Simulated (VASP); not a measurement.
# TiCo3 (Pm-3m) in VASP: notebook

Runs on TiCo3. Level: PBEsol. Tasks: density of states.

Program: VASP 6.6.1. These are calculated values, not measurements. Logs are shortened: lines on timing, memory, paths and dates and some standing lists are left out, and cuts for length are marked.

### Step 1. The cell of the first run

The structure is cubic, space group Pm-3m (No. 221). The conventional cell has a = 3.571 Å, b = 3.571 Å, c = 3.571 Å, α = 90.00°, β = 90.00°, γ = 90.00°. Ti (site symmetry m-3m) has 12 Co at 2.53 Å within 3.3 Å. Within 3.3 Å of Co (site symmetry 4/mmm) lie 4 Ti at 2.53 Å and 8 Co at 2.53 Å.

### Step 2. Density of states, PBEsol

The input, POSCAR:

```
TiCo3
1.0
    3.5710000000      0.0000000000      0.0000000000
    0.0000000000      3.5710000000      0.0000000000
    0.0000000000      0.0000000000      3.5710000000
Ti Co
1 3
Direct
    0.0000000000      0.0000000000      0.0000000000
    0.0000000000      0.5000000000      0.5000000000
    0.5000000000      0.0000000000      0.5000000000
    0.5000000000      0.5000000000      0.0000000000
```

The input, INCAR.step1:

```
ALGO = Normal
EDIFF = 1E-7
ENCUT = 520
GGA = PS
ISIF = 2
ISMEAR = -1
LASPH = True
LCHARG = True
LMAXMIX = 4
LREAL = False
LWAVE = False
NBANDS = 28
NELM = 100
PREC = Accurate
SIGMA = 0.05
```

The input, KPOINTS.step1:

```
k-points
0
Gamma
  10 10 10
```

The input, INCAR.step2:

```
ALGO = Normal
EDIFF = 1E-7
ENCUT = 520
GGA = PS
ICHARG = 11
ISIF = 2
ISMEAR = -5
LASPH = True
LCHARG = False
LMAXMIX = 4
LORBIT = 10
LREAL = False
LWAVE = False
NEDOS = 1001
NELM = 100
PREC = Accurate
SIGMA = 0.05
```

The input, KPOINTS.step2:

```
k-points
0
Gamma
  15 15 15
```

Potentials or basis: VASP PAW PBE potentials, release 64 (Ti_sv, Co).

Started as:

```
$ cat potpaw_PBE.64/Ti_sv/POTCAR potpaw_PBE.64/Co/POTCAR > POTCAR
$ cp INCAR.step1 INCAR
$ cp KPOINTS.step1 KPOINTS
$ mpirun -np 1 vasp_std > vasp.out
$ cp INCAR.step2 INCAR
$ cp KPOINTS.step2 KPOINTS
$ mpirun -np 1 vasp_std > vasp.out
```

OUTCAR:

```text
EDIFF = 1E-7
   ENCUT = 520
   GGA = PS
   ICHARG = 11
   ISIF = 2
   ISMEAR = -5
   LASPH = True
   LORBIT = 10
   LREAL = False
   NELM = 100
   PREC = Accurate

 ion  position               nearest neighbor table
   1  0.000  0.000  0.000-   2 2.53   3 2.53   4 2.53   2 2.53   3 2.53   2 2.53   4 2.53   2 2.53
                             3 2.53   4 2.53   3 2.53   4 2.53
   2  0.000  0.500  0.500-   1 2.53   3 2.53   4 2.53   1 2.53   4 2.53   1 2.53   3 2.53   1 2.53
                             3 2.53   4 2.53   4 2.53   3 2.53
   3  0.500  0.000  0.500-   1 2.53   2 2.53   4 2.53   1 2.53   4 2.53   2 2.53   4 2.53   4 2.53
                             1 2.53   2 2.53   1 2.53   2 2.53
   4  0.500  0.500  0.000-   1 2.53   2 2.53   3 2.53   2 2.53   3 2.53   1 2.53   3 2.53   3 2.53
                             1 2.53   2 2.53   2 2.53   1 2.53

  LATTYP: Found a simple cubic cell.
 ALAT       =     3.5710000000

  Lattice vectors:

 A1 = (   3.5710000000,   0.0000000000,   0.0000000000)
 A2 = (   0.0000000000,   3.5710000000,   0.0000000000)
 A3 = (   0.0000000000,   0.0000000000,   3.5710000000)

Analysis of symmetry for initial positions (statically):
=====================================================================
 Subroutine PRICEL returns:
 Original cell was already a primitive cell.

 Routine SETGRP: Setting up the symmetry group for a
 simple cubic supercell.

 Subroutine GETGRP returns: Found 48 space group operations
[... 9 lines left out ...]

 Routine SETGRP: Setting up the symmetry group for a
 simple cubic supercell.

 Subroutine GETGRP returns: Found 48 space group operations
[... 11 lines left out ...]
                                     Primitive cell

  volume of cell :      45.5375

  direct lattice vectors                    reciprocal lattice vectors
     3.571000000  0.000000000  0.000000000     0.280033604  0.000000000  0.000000000
     0.000000000  3.571000000  0.000000000     0.000000000  0.280033604  0.000000000
     0.000000000  0.000000000  3.571000000     0.000000000  0.000000000  0.280033604

  length of vectors
     3.571000000  3.571000000  3.571000000     0.280033604  0.280033604  0.280033604

  position of ions in fractional coordinates (direct lattice)
     0.000000000  0.000000000  0.000000000
     0.000000000  0.500000000  0.500000000
     0.500000000  0.000000000  0.500000000
     0.500000000  0.500000000  0.000000000

  ion indices of the primitive-cell ions
   primitive index   ion index
                 1           1
                 2           2
                 3           3
                 4           4

----------------------------------------------------------------------------------------

 KPOINTS: k-points

Automatic generation of k-mesh.
 Grid dimensions read from file:
 generate k-points for:   15   15   15

 Generating k-lattice:

  Cartesian coordinates                     Fractional coordinates (reciprocal lattice)
     0.018668907  0.000000000  0.000000000     0.066666667  0.000000000  0.000000000
     0.000000000  0.018668907  0.000000000     0.000000000  0.066666667  0.000000000
     0.000000000  0.000000000  0.018668907     0.000000000  0.000000000  0.066666667

  Length of vectors
     0.018668907  0.018668907  0.018668907

  Shift w.r.t. Gamma in fractional coordinates (k-lattice)
     0.000000000  0.000000000  0.000000000

 TETIRR: Found   1667 inequivalent tetrahedra from    20250

 Subroutine IBZKPT returns following result:
 ===========================================

 Found    120 irreducible k-points:

 Following reciprocal coordinates:
            Coordinates               Weight
  0.000000  0.000000  0.000000      1.000000
  0.066667  0.000000  0.000000      6.000000
  0.133333  0.000000  0.000000      6.000000
  0.200000  0.000000  0.000000      6.000000
  0.266667  0.000000  0.000000      6.000000
  0.333333  0.000000  0.000000      6.000000
[... 16 lines left out ...]
  0.266667  0.200000  0.000000     24.000000
  0.333333  0.200000  0.000000     24.000000
 [... further k-points ...]
   k-points           NKPTS =    120   k-points in BZ     NKDIM =    120   number of bands    NBANDS=     23
   number of dos      NEDOS =   1001   number of ions     NIONS =      4
   total plane-waves  NPLWV =  21952
   dimension x,y,z NGX =    28 NGY =   28 NGZ =   28
   dimension x,y,z NGXF=    56 NGYF=   56 NGZF=   56
   ions per type =               1   3
   NGX,Y,Z   is equivalent  to a cutoff of  13.04, 13.04, 13.04 a.u.
   NGXF,Y,Z  is equivalent  to a cutoff of  26.07, 26.07, 26.07 a.u.
 SYSTEM =  unknown system
   PREC   = accura    normal or accurate (medium, high low for compatibility)
   ISTART =      0    job   : 0-new  1-cont  2-samecut
   ICHARG =     11    charge: 1-file 2-atom 10-const
   ISPIN  =      1    spin polarized calculation?
   LNONCOLLINEAR =      F non collinear calculations
   LSORBIT =      F    spin-orbit coupling
   LASPH  =      T    aspherical Exc in radial PAW
   ENCUT  =  520.0 eV  38.22 Ry    6.18 a.u.   6.64  6.64  6.64*2*pi/ulx,y,z
   NELM   =    100;   NELMIN=  2; NELMDL=  0     # of ELM steps
   EDIFF  = 0.1E-06   stopping-criterion for ELM
   LREAL  =      F    real-space projection
   EDIFFG = 0.1E-05   stopping-criterion for IOM
   NSW    =      0    number of steps for IOM
   IBRION =     -1    ionic relax: 0-MD 1-quasi-New 2-CG
   NFREE  =      0    steps in history (QN), initial steepest desc. (CG)
   ISIF   =      2    stress and relaxation
   ISYM   =      2    0-nonsym 1-usesym 2-fastsym
   POTIM  = 0.5000    time-step for ionic-motion
   TEBEG  =    0.0;   TEEND  =   0.0 temperature during run
   PSTRESS=    0.0 pullay stress
   NELECT =      39.0000    total number of electrons
   NUPDOWN=      -1.0000    fix difference up-down
   EMIN   =  10.00;   EMAX   =-10.00  energy-range for DOS
   EFERMI =   0.00;   METHOD = LEGACY
   ISMEAR =    -5;   SIGMA  =   0.05  broadening in eV -4-tet -1-fermi 0-gaus
   EFERMI_NEDOS =   21; number of points for ismear=-14 and -15
   IALGO  =     38    algorithm
   IMIX   =      4    mixing-type and parameters
     AMIX     =   0.40;   BMIX     =  1.00
     AMIX_MAG =   1.60;   BMIX_MAG =  1.00
  volume/ion in A,a.u.               =      11.38        76.83
  Fermi-wavevector in a.u.,A,eV,Ry     =   1.554676  2.937911 32.885512  2.417017
  Thomas-Fermi vector in A             =   2.658727
   LORBIT       =     10    0 simple, 1 ext, 2 COOP (PROOUT), +10 PAW based schemes
   GGA     = PS    functional components
   LHFCALC =     F    Hartree Fock is set to
   AEXX    =    0.0000 exact exchange contribution
   IVDW    =     0    specifies the selected vdW correction
   LEPSILON=     F    determine dielectric tensor
   LRPA    =     F    only Hartree local field effects (RPA)
 non-spin polarized calculation
 Fermi weights with tetrahedron method with Bloechl corrections
  energy-cutoff  :      520.00
  volume of cell :       45.54
 maximum number of plane-waves:      1248
 NGX is ok and might be reduce to    28

 number of electron      39.0000040 magnetization

 Free energy of the ion-electron system (eV)
  ---------------------------------------------------
  ext. energy  EPLUGINS =         0.00000000
  ---------------------------------------------------
  free energy    TOTEN  =       -32.65960705 eV

  energy without entropy =      -32.65960705  energy(sigma->0) =      -32.65960705

 E-fermi :  10.1314     XC(G=0): -13.4602

 val. band max:       10.1470175016   @ k =   0.3333   0.2667   0.1333
 cond. band min:      10.1331664745   @ k =   0.4000   0.1333   0.0000
 fundamental gap:     -0.0138510271
 Fermi energy:        10.1313655994

 k-point     1 :       0.0000    0.0000    0.0000
  band No.  band energies     occupation
      1     -46.0393      2.00000
      2     -22.3944      2.00000
      3     -22.3944      2.00000
      4     -22.3944      2.00000
      5       2.1385      2.00000
      6       5.8667      2.00000
[... 15 lines left out ...]
     22      12.7076      0.00000
     23      13.4883      0.00000

 k-point     2 :       0.0667    0.0000    0.0000
  band No.  band energies     occupation
      1     -46.0391      2.00000
      2     -22.3973      2.00000
      3     -22.3945      2.00000
      4     -22.3945      2.00000
      5       2.1989      2.00000
      6       5.8918      2.00000
[... 15 lines left out ...]
     22      12.6806      0.00000
     23      13.0878      0.00000

 k-point     3 :       0.1333    0.0000    0.0000
  band No.  band energies     occupation
      1     -46.0386      2.00000
      2     -22.4055      2.00000
      3     -22.3948      2.00000
      4     -22.3948      2.00000
      5       2.3784      2.00000
      6       5.9571      2.00000
[... 15 lines left out ...]
     22      12.6042      0.00000
     23      12.6940      0.00000

 k-point     4 :       0.2000    0.0000    0.0000
  band No.  band energies     occupation
      1     -46.0377      2.00000
      2     -22.4175      2.00000
      3     -22.3953      2.00000
      4     -22.3953      2.00000
      5       2.6718      2.00000
      6       6.0307      2.00000
[... 15 lines left out ...]
     22      12.3465      0.00000
     23      12.3491      0.00000

 k-point     5 :       0.2667    0.0000    0.0000
  band No.  band energies     occupation
      1     -46.0367      2.00000
      2     -22.4313      2.00000
      3     -22.3958      2.00000
      4     -22.3958      2.00000
      5       3.0695      2.00000
      6       6.0582      2.00000
[... 434 lines left out ...]
 k-point    22 :       0.2000    0.2000    0.0000
  band No.  band energies     occupation
      1     -46.0363      2.00000
      2     -22.4199      2.00000
      3     -22.4134      2.00000
      4     -22.3962      2.00000
      5       3.1782      2.00000
      6       6.3380      2.00000
[... 15 lines left out ...]
     22      12.0811      0.00000
     23      12.1802      0.00000

 k-point    23 :       0.2667    0.2000    0.0000
  band No.  band energies     occupation
      1     -46.0354      2.00000
      2     -22.4302      2.00000
      3     -22.4153      2.00000
      4     -22.3966      2.00000
      5       3.5552      2.00000
      6       6.4078      2.00000
[... 15 lines left out ...]
     22      11.9524      0.00000
     23      12.0952      0.00000

 k-point    24 :       0.3333    0.2000    0.0000
  band No.  band energies     occupation
      1     -46.0346      2.00000
      2     -22.4418      2.00000
      3     -22.4153      2.00000
      4     -22.3971      2.00000
      5       4.0159      2.00000
      6       6.3403      2.00000
[... 15 lines left out ...]
     22      11.8147      0.00000
     23      11.9804      0.00000

 [... further k-points ...]
[... 5 lines left out ...]
  --------------------------------------------------------------------------------------
  -------------------------------------------------------------------------------------
  Total       -3.2899494     -3.2899494     -3.2899494     -0.0000000     -0.0000000      0.0000000
  in kB     -115.7524667   -115.7524667   -115.7524667     -0.0000000     -0.0000000      0.0000000
  external PRESSURE =    -115.7524667 kB  Pullay stress =       0.0000000 kB

 VOLUME and BASIS-vectors are now :
 -----------------------------------------------------------------------------
  energy-cutoff  :      520.00
  volume of cell :       45.54
      direct lattice vectors                 reciprocal lattice vectors
     3.571000000  0.000000000  0.000000000     0.280033604  0.000000000  0.000000000
     0.000000000  3.571000000  0.000000000     0.000000000  0.280033604  0.000000000
     0.000000000  0.000000000  3.571000000     0.000000000  0.000000000  0.280033604

 POSITION                                       TOTAL-FORCE (eV/Angst)
 -----------------------------------------------------------------------------------
      0.00000      0.00000      0.00000         0.000000      0.000000      0.000000
      0.00000      1.78550      1.78550         0.000000      0.000000      0.000000
      1.78550      0.00000      1.78550         0.000000      0.000000      0.000000
      1.78550      1.78550      0.00000         0.000000      0.000000      0.000000
 -----------------------------------------------------------------------------------
    total drift:                                0.000000      0.000000      0.000000

  FREE ENERGIE OF THE ION-ELECTRON SYSTEM (eV)
  ---------------------------------------------------
  free  energy   TOTEN  =       -32.6596070543 eV

  energy  without entropy=      -32.6596070543  energy(sigma->0) =      -32.65960705

 total charge

# of ion       s       p       d       tot
------------------------------------------
    1        2.271   6.200   1.954  10.425
    2        0.513   0.518   7.329   8.360
    3        0.513   0.518   7.329   8.360
    4        0.513   0.518   7.329   8.360
--------------------------------------------------
tot          3.810   7.754  23.941  35.506
```

It took 1.8 min on 1 thread of AMD EPYC 9R45 (Zen 5), shared host; peak memory 0.21 GiB.

What came out:

| Item | Value |
| --- | --- |
| Valence electrons inside the program's atomic spheres | Ti 10.43; Co 8.36 |

Levels at points of the mesh, in eV from the Fermi level:
| k point | band 18 | band 19 | band 20 | band 21 | band 22 | band 23 |
| --- | --- | --- | --- | --- | --- | --- |
| (0.00, 0.00, 0.00) | 0.72 | 0.72 | 0.72 | 2.58 | 2.58 | 3.36 |

Caveat: the PAW data sets were made with another functional, which shifts forces and pressure a little; tetrahedron occupations give inexact forces and stress in metals. Spin polarisation is off, so any magnetic state and its effect on volume and gap are missing.

### Step 3. Density of states, PBEsol, collinear spin, ferrimagnetic start

POSCAR is that of step 2.

The input, INCAR.step1:

```
  PREC = Accurate
  ENCUT = 520
  EDIFF = 1E-7
  ISMEAR = -1
  SIGMA = 0.05
  LREAL = F
  LASPH = T
  NELM = 150
  ALGO = Normal
  ISIF = 2
  LWAVE = F
  LCHARG = T
  ISPIN = 2
  MAGMOM = -0.3 1 1 1
  LMAXMIX = 4
  GGA = PS
  NBANDS = 32
```

The input, KPOINTS.step1:

```
Automatic mesh
0
Gamma
  10 10 10
```

The input, INCAR.step2:

```
  PREC = Accurate
  ENCUT = 520
  EDIFF = 1E-7
  ISMEAR = -5
  SIGMA = 0.05
  LREAL = F
  LASPH = T
  NELM = 150
  ALGO = Normal
  ISIF = 2
  LWAVE = F
  LCHARG = F
  ISPIN = 2
  MAGMOM = -0.3 1 1 1
  LORBIT = 11
  LMAXMIX = 4
  GGA = PS
  NBANDS = 32
  NEDOS = 1001
  ICHARG = 11
```

The input, KPOINTS.step2:

```
Automatic mesh
0
Gamma
  15 15 15
```

Potentials or basis: VASP PAW PBE potentials, release 64 (Ti_sv, Co).

Started as:

```
$ cat potpaw_PBE.64/Ti_sv/POTCAR potpaw_PBE.64/Co/POTCAR > POTCAR
$ cp INCAR.step1 INCAR
$ cp KPOINTS.step1 KPOINTS
$ mpirun -np 1 vasp_std > vasp.out
$ cp INCAR.step2 INCAR
$ cp KPOINTS.step2 KPOINTS
$ mpirun -np 1 vasp_std > vasp.out
```

Run time: 3.1 min. Hardware: 1 thread of Intel Xeon 6975P-C (Granite Rapids), shared host; peak memory 0.35 GiB.

The run converged. Its results:

```yaml
Net_moment: 1.12 μB per cell
Site_moments: Ti -0.15; Co +0.42 μB
Valence_electrons_inside_the_program's_atomic_spheres: Ti 10.43; Co 8.36
```

Levels at points of the mesh, in eV from the Fermi level:
Spin up:
```tsv
k point	band 16	band 17	band 18	band 19	band 20	band 21	band 22	band 23	band 24	band 25
(0.00, 0.00, 0.00)	-0.39	0.15	0.43	0.43	0.43	2.42	2.42	3.29	3.29	3.29
```
Spin down:
```csv
k point,band 17,band 18,band 19,band 20,band 21,band 22
"(0.00, 0.00, 0.00)",0.70,0.86,0.86,0.86,2.61,2.61
```

Caveat: the PAW data sets were made with another functional, which shifts forces and pressure a little; tetrahedron occupations give inexact forces and stress in metals.
